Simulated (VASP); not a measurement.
# MgO (Fm-3m) in VASP: dielectric tensor with r2SCAN

Aim: the dielectric tensor of MgO with r2SCAN.

All numbers are computed with VASP 6.6.1; they aren't measurements. Logs are shortened: lines on timing, memory, paths and dates and some standing lists are left out, and cuts for length are marked.

### Step 1. The cell of the first run

The structure is cubic, space group Fm-3m (No. 225). Conventional cell: a = 4.204 Å, b = 4.204 Å, c = 4.204 Å, α = 90.00°, β = 90.00°, γ = 90.00°. Within 2.8 Å of Mg (site symmetry m-3m) lie 6 O at 2.10 Å. Within 2.8 Å of O (site symmetry m-3m) lie 6 Mg at 2.10 Å.

### Step 2. Dielectric tensor, r2SCAN

The input, INCAR:

```
SYSTEM = MgO
  PREC = Accurate
  ENCUT = 520
  EDIFF = 1E-8
  ISMEAR = 0
  SIGMA = 0.01
  LREAL = .FALSE.
  LASPH = .TRUE.
  NELM = 100
  ALGO = Normal
  ISIF = 2
  LWAVE = .FALSE.
  LCHARG = .FALSE.
  METAGGA = R2SCAN
  LMIXTAU = .TRUE.
  LCALCEPS = .TRUE.
```

The input, KPOINTS:

```
regular mesh
0
G
  8 8 8
  0 0 0
```

The input, POSCAR:

```
MgO
1.0
    0.0000000000      2.1021674167      2.1021674167
    2.1021674167      0.0000000000      2.1021674167
    2.1021674167      2.1021674167      0.0000000000
Mg O
1 1
Direct
    0.0000000000      0.0000000000      0.0000000000
    0.5000000000      0.5000000000      0.5000000000
```

Potentials or basis: VASP PAW PBE potentials, release 64 (Mg, O).

On the command line:

```sh
$ cat potpaw_PBE.64/Mg/POTCAR potpaw_PBE.64/O/POTCAR > POTCAR
$ mpirun -np 1 vasp_std > vasp.out
```

OUTCAR:

```text
SYSTEM = MgO
   PREC = Accurate
   ENCUT = 520
   EDIFF = 1E-8
   ISMEAR = 0
   LREAL = .FALSE.
   LASPH = .TRUE.
   NELM = 100
   ISIF = 2
   METAGGA = R2SCAN

 ion  position               nearest neighbor table
   1  0.000  0.000  0.000-   2 2.10   2 2.10   2 2.10   2 2.10   2 2.10   2 2.10
   2  0.500  0.500  0.500-   1 2.10   1 2.10   1 2.10   1 2.10   1 2.10   1 2.10

  LATTYP: Found a face centered cubic cell.
 ALAT       =     4.2043348334

  Lattice vectors:

 A1 = (   0.0000000000,   2.1021674167,   2.1021674167)
 A2 = (   2.1021674167,   0.0000000000,   2.1021674167)
 A3 = (   2.1021674167,   2.1021674167,   0.0000000000)

Analysis of symmetry for initial positions (statically):
=====================================================================
 Subroutine PRICEL returns:
 Original cell was already a primitive cell.

 Routine SETGRP: Setting up the symmetry group for a
 face centered cubic supercell.

 Subroutine GETGRP returns: Found 48 space group operations
 (whereof 48 operations were pure point group operations)
 out of a pool of 48 trial point group operations.

The static configuration has the point symmetry O_h .

Analysis of symmetry for dynamics (positions and initial velocities):
=====================================================================
 Subroutine PRICEL returns:
 Original cell was already a primitive cell.

 Routine SETGRP: Setting up the symmetry group for a
 face centered cubic supercell.

 Subroutine GETGRP returns: Found 48 space group operations
 (whereof 48 operations were pure point group operations)
 out of a pool of 48 trial point group operations.

The dynamic configuration has the point symmetry O_h .

 Subroutine INISYM returns: Found 48 space group operations
 (whereof 48 operations are pure point group operations),
 and found     1 'primitive' translations

----------------------------------------------------------------------------------------

                                     Primitive cell

  volume of cell :      18.5794

  direct lattice vectors                    reciprocal lattice vectors
     0.000000000  2.102167417  2.102167417    -0.237849753  0.237849753  0.237849753
     2.102167417  0.000000000  2.102167417     0.237849753 -0.237849753  0.237849753
[... 134 lines left out ...]

  energy without entropy =      -16.16109299  energy(sigma->0) =      -16.16109299

 E-fermi :   2.8756     XC(G=0): -11.6233

 val. band max:        2.8163654059   @ k =   0.0000   0.0000   0.0000
 cond. band min:   10000.0000000000   @ k =   0.0000   0.0000   0.0000
 fundamental gap:   9997.1836345941
 Fermi energy:         2.8756090919

 k-point     1 :       0.0000    0.0000    0.0000
  band No.  band energies     occupation
      1     -15.4125      2.00000
      2       2.8163      2.00000
      3       2.8163      2.00000
      4       2.8164      2.00000
      5   10000.0000      0.00000
      6   10000.0000      0.00000
      7   10000.0000      0.00000
      8   10000.0000      0.00000
[... 243 lines left out ...]
 k-point    24 :      -0.3750    0.2500    0.1250
  band No.  band energies     occupation
      1     -14.0032      2.00000
      2      -1.2022      2.00000
      3       0.8624      2.00000
      4       1.8031      2.00000
      5   10000.0000      0.00000
      6   10000.0000      0.00000
      7   10000.0000      0.00000
      8   10000.0000      0.00000

 [... further k-points ...]

------------------------ aborting loop because EDIFF is reached ----------------------------------------

            Ionic dipole moment: p[ion]=(   -12.61300   -12.61300   -12.61300 ) |e| Angst

 Total electronic dipole moment: p[elc]=(     0.00000     0.00000     0.00197 ) |e| Angst

 MACROSCOPIC STATIC DIELECTRIC TENSOR (including local field effects)
 ------------------------------------------------------
           2.923065     0.000000     0.000000
           0.000000     2.923065     0.000000
           0.000000     0.000000     2.923065
 ------------------------------------------------------

 PIEZOELECTRIC TENSOR (including local field effects) (e Angst)
          XX          YY          ZZ          XY          YZ          ZX
  --------------------------------------------------------------------------------
  x     0.00000     0.00000     0.00000     0.00000     0.00000     0.00000
  y     0.00000     0.00000     0.00000     0.00000     0.00000     0.00000
  z     0.00000     0.00000     0.00000     0.00000     0.00000     0.00000

 PIEZOELECTRIC TENSOR (including local field effects) (C/m^2)
          XX          YY          ZZ          XY          YZ          ZX
  --------------------------------------------------------------------------------
  x     0.00000     0.00000     0.00000     0.00000     0.00000     0.00000
  y     0.00000     0.00000     0.00000     0.00000     0.00000     0.00000
  z     0.00000     0.00000     0.00000     0.00000     0.00000     0.00000

 BORN EFFECTIVE CHARGES (including local field effects) (in |e|, cummulative output)
 ---------------------------------------------------------------------------------
 ion    1
    1     1.94189     0.00000     0.00000
    2    -0.00000     1.94189     0.00000
    3     0.00000     0.00000     1.94189
 ion    2
    1    -1.94189     0.00000     0.00000
    2    -0.00000    -1.94189     0.00000
    3     0.00000     0.00000    -1.94189

  FORCE on cell =-STRESS in cart. coord.  units (eV):
  Direction    XX          YY          ZZ          XY          YZ          ZX
  --------------------------------------------------------------------------------------
  -------------------------------------------------------------------------------------
  Total       -0.1319409     -0.1319409     -0.1319409      0.0000000      0.0000000     -0.0000000
  in kB      -11.3777973    -11.3777973    -11.3777973      0.0000000      0.0000000     -0.0000000
  external PRESSURE =     -11.3777973 kB  Pullay stress =       0.0000000 kB

 VOLUME and BASIS-vectors are now :
 -----------------------------------------------------------------------------
  energy-cutoff  :      520.00
  volume of cell :       18.58
      direct lattice vectors                 reciprocal lattice vectors
     0.000000000  2.102167417  2.102167417    -0.237849753  0.237849753  0.237849753
     2.102167417  0.000000000  2.102167417     0.237849753 -0.237849753  0.237849753
     2.102167417  2.102167417  0.000000000     0.237849753  0.237849753 -0.237849753

 POSITION                                       TOTAL-FORCE (eV/Angst)
 -----------------------------------------------------------------------------------
      0.00000      0.00000      0.00000        -0.000000     -0.000000     -0.000000
      2.10217      2.10217      2.10217         0.000000      0.000000      0.000000
 -----------------------------------------------------------------------------------
    total drift:                               -0.000000     -0.000000      0.000000

  FREE ENERGIE OF THE ION-ELECTRON SYSTEM (eV)
  ---------------------------------------------------
  free  energy   TOTEN  =       -16.1610929937 eV

  energy  without entropy=      -16.1610929937  energy(sigma->0) =      -16.16109299
```

stdout:

```text
POSCAR found type information on POSCAR MgO
 POSCAR found :  2 types and       2 ions
 scaLAPACK will be used
 -----------------------------------------------------------------------------
[... 86 lines left out ...]
 p_tot=( -0.126E+02 -0.126E+02 -0.126E+02 )
dp_tot=(  0.108E-06  0.106E-06  0.195E-02 )  diag[e(oo)]=(    ---      ---    2.89524 )
 p_tot=( -0.126E+02 -0.126E+02 -0.126E+02 )
dp_tot=(  0.110E-06  0.107E-06  0.195E-02 )  diag[e(oo)]=(    ---      ---    2.89737 )
 p_tot=( -0.126E+02 -0.126E+02 -0.126E+02 )
dp_tot=(  0.112E-06  0.110E-06  0.196E-02 )  diag[e(oo)]=(    ---      ---    2.91131 )
 final diagonalization full
 p_tot=( -0.126E+02 -0.126E+02 -0.126E+02 )
dp_tot=(  0.113E-06  0.111E-06  0.197E-02 )  diag[e(oo)]=(    ---      ---    2.92310 )
```

Run time: 7.2 min. Hardware: 1 thread of Intel Xeon Platinum 8488C (Sapphire Rapids), shared host; peak memory 0.24 GiB.

What came out:

```yaml
Band_gap_on_the_k_mesh: 5.66 eV
Electronic_dielectric_tensor_diagonal: 2.92
Born_charges_mean_of_the_diagonal: Mg +1.94; O -1.94 e
```

Electronic dielectric tensor:
```
2.92 0.00 0.00
0.00 2.92 0.00
0.00 0.00 2.92
```

Born effective charge tensors (e):
atom 1, Mg
```
1.94 0.00 0.00
0.00 1.94 0.00
0.00 0.00 1.94
```
atom 2, O
```
-1.94  0.00  0.00
 0.00 -1.94  0.00
 0.00  0.00 -1.94
```

Dipole moments of the cell (e·Å, modulo the quantum): ionic -12.613, -12.613, -12.613; electronic 0.000, 0.000, 0.002

Caveat: the PAW data sets were made with another functional, which shifts forces and pressure a little.
